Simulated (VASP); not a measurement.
Input of a VASP 6.6.1 run:

INCAR

```
SYSTEM = HfO2
ALGO = Normal
EDIFF = 1E-6
ENCUT = 600
GGA = PE
GGA_COMPAT = .False.
ISIF = 2
ISMEAR = 0
LASPH = .True.
LCHARG = .False.
LREAL = .False.
LWAVE = .False.
NBANDS = 31
NELM = 120
PREC = Accurate
SIGMA = 0.02
```

File KPOINTS:

```
k-points
0
Gamma
  8 8 6
  0 0 0
```

POSCAR

```
HfO2
1.0
    3.8678262868      0.0000000000      0.0000000000
    0.0000000000      3.8678262868      0.0000000000
    0.0000000000      0.0000000000      4.8178876915
Hf O
2 4
Direct
    0.0000000000      0.0000000000      0.0000000000
    0.5000000000      0.5000000000      0.5000000000
    0.0000000000      0.5000000000      0.2900000000
    0.5000000000      0.0000000000      0.2100000000
    0.5000000000      1.0000000000      0.7100000000
    0.0000000000      0.5000000000      0.7900000000
```

Potentials or basis: VASP PAW PBE potentials, release 64 (Hf_pv, O).

Run with:

```console
$ cat potpaw_PBE.64/Hf_pv/POTCAR potpaw_PBE.64/O/POTCAR > POTCAR
$ mpirun -np 1 vasp_std > vasp.out
```

Q: Estimate the band gap on the k mesh.

A: 2.41 eV.

Q: Estimate the pressure.

A: -17.9 GPa.

Q: Estimate the largest force.

A: 0.150 eV/Å.

Stress tensor (GPa, compression positive):
```
-35.88   0.00   0.00
  0.00 -35.88   0.00
  0.00   0.00  17.98
```

Caveat: the stress differs along the axes, from -36 to 18 GPa; spin-orbit coupling is left out, which moves the levels of the heavy elements. A k mesh can miss the band edges.
